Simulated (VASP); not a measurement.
Runs of VASP 6.6.1 on MgO. The structure is that of space group Fm-3m (No. 225), or close to it. The cells are those of the table. 

```csv
task,level,potentials or basis,cell,smearing,gap on the mesh (eV),pressure (GPa)
single point,LDA,"VASP PAW LDA potentials, release 64 (Mg, O)","a = 3.024 Å, angles 60.0°, 2 atoms",tetrahedron,4.23,(a)
dielectric tensor,LDA,"VASP PAW LDA potentials, release 64 (Mg, O)","a = 2.966 Å, angles 60.0°, 2 atoms",gaussian 0.01 eV,4.78,-
single point,PBEsol+D4,"VASP PAW PBE potentials, release 64 (Mg, O)","a = 2.969 Å, angles 60.0°, 2 atoms",fermi-dirac 0.05 eV,(b),-0.5
single point,LDA,"VASP PAW LDA potentials, release 64 (Mg, O)","a = 2.966 Å, angles 60.0°, 2 atoms",fermi-dirac 0.05 eV,4.78,-5.8
single point,LDA,"VASP PAW LDA potentials, release 64 (Mg, O)","a = 2.905 Å, angles 60.0°, 2 atoms",tetrahedron,5.42,5.2
```

Alike in all rows: no spin polarisation; k mesh 11 × 11 × 11; cutoff (eV) 520.

Q: Fill in the values left out.

A: (a) -13.8; (b) 4.73.

Caveats: the PAW data sets were made with another functional, which shifts forces and pressure a little (some runs).

